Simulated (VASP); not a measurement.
Set up this calculation in VASP 6.6.1, as the native input.

```yaml
Task: single point
Functional: PBEsol
Potentials_or_basis: VASP PAW PBE potentials, release 64 (Zr_sv, H)
Cutoff: 520 eV
k_mesh: 16 × 16 × 19
Occupations: gaussian, width 0.02 eV
Spin: no spin polarisation
Dipole_correction: no
Further_INCAR_settings: ALGO = Normal; EDIFF = 1e-06; NBANDS = 14
```

The structure of ZrH lies in POSCAR:

```
ZrH
1.0
   -1.6173552646      1.6173552646      2.4861415688
    1.6173552646     -1.6173552646      2.4861415688
    1.6173552646      1.6173552646     -2.4861415688
Zr H
1 1
Direct
    0.0000000000      0.0000000000      0.0000000000
    0.7500000000      0.2500000000      0.5000000000
```

The input as run:

INCAR

```
SYSTEM = ZrH
ALGO = Normal
EDIFF = 1E-6
ENCUT = 520
GGA = PS
ISIF = 2
ISMEAR = 0
LASPH = .True.
LCHARG = .False.
LREAL = .False.
LWAVE = .False.
NBANDS = 14
NELM = 60
PREC = Accurate
SIGMA = 0.02
```

KPOINTS

```
k-points
0
Gamma
  16 16 19
  0 0 0
```

Potentials or basis: VASP PAW PBE potentials, release 64 (Zr_sv, H).

Command:

```bash
$ cat potpaw_PBE.64/Zr_sv/POTCAR potpaw_PBE.64/H/POTCAR > POTCAR
$ mpirun -np 1 vasp_std > vasp.out
```

Results of the run:

```yaml
Pressure: 0.1 GPa
```

Caveat: the PAW data sets were made with another functional, which shifts forces and pressure a little.

Run time: 3.7 min on 1 thread of AMD EPYC 9R45 96-Core Processor (Zen 5), with other jobs on the host, peak memory 0.52 GiB.
